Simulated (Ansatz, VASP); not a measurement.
**C in VASP and in Ansatz**

```
C
1.0
     0.00000    1.88853    1.84835
     1.62065    0.00000    1.84835
     1.62065    1.88853    0.00000
C
2
Direct
  0.50000 0.50000 0.50000
  0.75000 0.75000 0.75000
```

Change from the starting cell: strain +e along x and -e along y -0.0750, strain +e along z and -e/2 along x and y +0.0350.

Alike in both runs: task single point; functional PBE; k mesh 12 × 12 × 12; occupations gaussian, width 0.05 eV; no spin polarisation.

```csv
,VASP,Ansatz
version,VASP 6.6.1,Ansatz 0.2.0
potentials or method,"VASP PAW PBE potentials, release 64 (C), cutoff 520 eV","scalar-relativistic, plane waves, PAW"
valence electrons in the cell,8,8
```

|  | VASP | Ansatz | Ansatz less VASP |
| --- | --- | --- | --- |
| gap on the k mesh at the Fermi level (eV) | 0.75 | 0.76 | +0.010 |
| least direct gap on the mesh (eV) | 3.40 | 3.40 | +0.004 |
| pressure (GPa) | 3.9 | 3.3 | -0.61 |
| traceless stress, the component that is largest in VASP (GPa) | 75.38 | 75.40 | +0.013 |

With one functional, cell and mesh, what is left measures potentials, basis and numerics.
